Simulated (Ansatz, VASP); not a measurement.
**BP4: VASP beside Ansatz**

INCAR

```
  PREC = Accurate
  ENCUT = 520
  EDIFF = 1E-6
  ISMEAR = 0
  SIGMA = 0.1
  LREAL = False
  LASPH = True
  NELM = 100
  ALGO = Normal
  ISIF = 2
  LWAVE = False
  LCHARG = False
  GGA = PE
  NBANDS = 20
```

Contents of KPOINTS:

```
Automatic mesh
0
Gamma
  6 6 4
```

POSCAR

```
BP4
1.0
    4.0831766500      0.0000000000      0.0000000000
   -2.0415883300      3.5361347100      0.0000000000
    0.0000000000      0.0000000000      5.8813754000
B P
1 4
Direct
    0.0000000000      0.0000000000      0.5000000000
    0.5000000000      0.0000000000      0.5000000000
    0.0000000000      0.5000000000      0.5000000000
    0.5000000000      0.5000000000      0.5000000000
    0.0000000000      0.0000000000      0.0000000000
```

Input for Ansatz:

```yaml
crystal:
  lattice:
    - [4.08317665, 0.0, 0.0]
    - [-2.04158833, 3.53613471, 0.0]
    - [0.0, 0.0, 5.8813754]
  atoms:
    - { symbol: B, position: [0.0, 0.0, 0.5] }
    - { symbol: P, position: [0.5, 0.0, 0.5] }
    - { symbol: P, position: [0.0, 0.5, 0.5] }
    - { symbol: P, position: [0.5, 0.5, 0.5] }
    - { symbol: P, position: [0.0, 0.0, 0.0] }
basis:
  ecutwfc: 420
kpoints:
  mp_grid: { grid: [6, 6, 4] }
hamiltonian:
  xc: pbe
scf:
  occupations: { method: gaussian, width: 0.1 }
  lower_state_search: "off"
output:
  forces: true
  stress: true
  eigenvalues: true
```

Alike in both runs: task single point; functional PBE; k mesh 6 × 6 × 4; occupations gaussian, width 0.1 eV; no spin polarisation.

|  | VASP | Ansatz |
| --- | --- | --- |
| version | VASP 6.6.1 | Ansatz 0.2.0 |
| potentials or method | VASP PAW PBE potentials, release 64 (B, P), cutoff 520 eV | scalar-relativistic, plane waves, PAW |
| valence electrons in the cell | 23 | 23 |

Ansatz gave:

| Property | Result |
| --- | --- |
| gap on the k mesh at the Fermi level (eV) | none |
| pressure (GPa) | 23.4 |
| traceless stress, the component that is largest in VASP (GPa) | -31.58 |

Task: What did VASP give for the same quantities?

Result: gap on the k mesh at the Fermi level (eV): none; pressure (GPa): 22.7; traceless stress, the component that is largest in VASP (GPa): -30.96.

A gap of «none» marks a metal or a gap that the smearing closes.
